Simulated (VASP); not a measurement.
Be: single point with PBE

The system is Be.

```xyz
1
Lattice="0.0000 1.3317 1.3317 1.3317 0.0000 1.3317 1.3317 1.3317 0.0000" Properties=species:S:1:pos:R:3 pbc="T T T"
Be    0.0000    0.0000    0.0000
```

This cell differs from its parent crystal: volume scaled by 0.6.

```
Program             : VASP 6.6.1
Task                : single point
Functional          : PBE
Potentials or basis : VASP PAW PBE potentials, release 64 (Be)
Cutoff              : 520 eV
k mesh              : 20 × 20 × 20
Occupations         : fermi-dirac, width 0.08 eV
Spin                : no spin polarisation
```

```yaml
Pressure: 146.3 GPa
Band_gap_on_the_k_mesh: zero (band 1 reaches 13.99 eV, above the bottom of band 2 at 12.55 eV)
```

Levels at points of the mesh, in eV from the Fermi level:
| k point | band 1 | band 2 | band 3 | band 4 | band 5 | band 6 |
| --- | --- | --- | --- | --- | --- | --- |
| (0.00, 0.00, 0.00) | -14.76 | 29.16 | 29.16 | 29.16 | 40.41 | 40.41 |
| (0.50, 0.00, 0.00) | -7.75 | 2.22 | 24.70 | 24.70 | 36.22 | 36.22 |
| (0.50, 0.50, 0.00) | -3.84 | 6.27 | 14.03 | 14.03 | 20.56 | 36.85 |

It took 2.6 s on 1 thread of Intel Xeon 6975P-C (shared host), peak memory 0.11 GiB.
